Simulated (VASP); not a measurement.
Input of a VASP 6.6.1 run:

File POSCAR:

```
CdI2
1.0
    4.2470087461      0.0000000000      0.0000000000
   -2.1235043730      3.6780174642      0.0000000000
    0.0000000000      0.0000000000      6.8950251570
Cd I
1 2
Direct
    0.0000000000      0.0000000000      0.0000000000
    0.3333333333      0.6666666667      0.2493934726
    0.6666666667      0.3333333333      0.7506065274
```

INCAR.step1

```
SYSTEM = CdI2
ALGO     = Normal         ! electronic algorithm
EDIFF    = 1E-5           ! SCF threshold, eV
ENCUT    = 400            ! plane-wave cutoff, eV
GGA      = PE             ! functional
GGA_COMPAT= .FALSE.      
ISIF     = 2              ! what is computed and relaxed
ISMEAR   = 0              ! smearing method
KPAR     = 4            
LASPH    = .TRUE.         ! aspherical terms in the spheres
LCHARG   = .FALSE.        ! write CHGCAR
LREAL    = .FALSE.        ! projectors in reciprocal space
LWAVE    = .TRUE.         ! write WAVECAR
NBANDS   = 20             ! bands
NELM     = 120            ! most SCF steps
PREC     = Accurate       ! precision mode
SIGMA    = 0.01           ! smearing width, eV
```

INCAR.step2

```
SYSTEM = CdI2
AEXX     = 0.25           ! exact-exchange fraction
ALGO     = Normal         ! electronic algorithm
EDIFF    = 1E-6           ! SCF threshold, eV
ENCUT    = 400            ! plane-wave cutoff, eV
GGA      = PE             ! functional
GGA_COMPAT= .FALSE.      
ISIF     = 2              ! what is computed and relaxed
ISMEAR   = 0              ! smearing method
ISTART   = 1            
KPAR     = 4            
LASPH    = .TRUE.         ! aspherical terms in the spheres
LCHARG   = .FALSE.        ! write CHGCAR
LHFCALC  = .TRUE.         ! exact exchange
LREAL    = .FALSE.        ! projectors in reciprocal space
LWAVE    = .FALSE.        ! write WAVECAR
NBANDS   = 20             ! bands
NELM     = 120            ! most SCF steps
PREC     = Accurate       ! precision mode
PRECFOCK = Normal       
SIGMA    = 0.01           ! smearing width, eV
```

File KPOINTS:

```
k-points
0
G
  6 6 4
  0 0 0
```

Potentials or basis: VASP PAW PBE potentials, release 64 (Cd, I).

Command:

```bash
$ cat potpaw_PBE.64/Cd/POTCAR potpaw_PBE.64/I/POTCAR > POTCAR
$ cp INCAR.step1 INCAR
$ mpirun -np 4 vasp_std > vasp.out
$ cp INCAR.step2 INCAR
$ mpirun -np 4 vasp_std > vasp.out
```

Q: Estimate the band gap on the k mesh.

A: 4.03 eV (least direct gap 4.29 eV).

Q: What does it give for the pressure?

A: 0.5 GPa.

Q: Predict the largest force.

A: 0.071 eV/Å.

Stress tensor (GPa, compression positive):
```
0.56 0.00 0.00
0.00 0.56 0.00
0.00 0.00 0.45
```

Caveat: the PAW data sets were made with another functional, which shifts forces and pressure a little; spin-orbit coupling is left out, which moves the levels of the heavy elements; this functional lacks dispersion, which binds layers or chains, so the pressure and a relaxed spacing across them are unreliable. A k mesh can miss the band edges.
